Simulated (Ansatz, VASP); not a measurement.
**Two plane-wave programs on Ru**

File INCAR:

```
  PREC = Accurate
  ENCUT = 520
  EDIFF = 1E-6
  ISMEAR = -1
  SIGMA = 0.1
  LREAL = F
  LASPH = T
  NELM = 80
  ALGO = Normal
  ISIF = 2
  LWAVE = F
  LCHARG = T
  GGA = B5
  ALDAX = 1.0
  AGGAX = 1.0
  AGGAC = 1.0
  ALDAC = 0.0
  LELF = T
  LVHAR = T
  NBANDS = 13
```

The input KPOINTS:

```
Automatic mesh
0
Gamma
  14 14 14
```

File POSCAR:

```
Ru
1.0
    2.6203537716      0.0000000000      0.0000000000
    0.0000000000      2.6203537716      0.0000000000
    0.0000000000      0.0000000000      2.6203537716
Ru
1
Direct
    0.0000000000      0.0000000000      0.0000000000
```

Input for Ansatz:

```yaml
crystal:
  lattice:
    - [2.6203537716, 0.0, 0.0]
    - [0.0, 2.6203537716, 0.0]
    - [0.0, 0.0, 2.6203537716]
  atoms:
    - { symbol: Ru, position: [0.0, 0.0, 0.0] }
hamiltonian:
  xc: blyp
  pseudopotentials:
    kind: paw
    azcp:
      Ru: "pseudopotentials/Ru.paw.azcp"
basis:
  ecutwfc: 420
  fft_grid_basis: typed
kpoints:
  mp_grid: { grid: [14, 14, 14], shift: [0, 0, 0] }
magnetization:
  spin_polarized: false
scf:
  occupations: { method: fermi_dirac, width: 0.1 }
  lower_state_search: "off"
output:
  stress: true
  write_density: true
  write_potential: true
  elf: true
  volumetric_format: npy
```

Alike in both runs: task single point; functional BLYP; k mesh 14 × 14 × 14; occupations fermi-dirac, width 0.1 eV; no spin polarisation.

|  | VASP | Ansatz |
| --- | --- | --- |
| version | VASP 6.6.1 | Ansatz 0.2.0 |
| potentials or method | VASP PAW PBE potentials, release 64 (Ru_pv), cutoff 520 eV | plane waves (420 eV) with PAW, scalar-relativistic |
| valence electrons in the cell | 14 | 16 |

```csv
,VASP,Ansatz,Ansatz less VASP
pressure (GPa),-11.6,-11.9,-0.33
```

VASP's potentials were made for PBE, not for BLYP. VASP's potentials hold 14 valence electrons a cell and Ansatz's 16, so a difference there can come from the potentials and not from the codes.
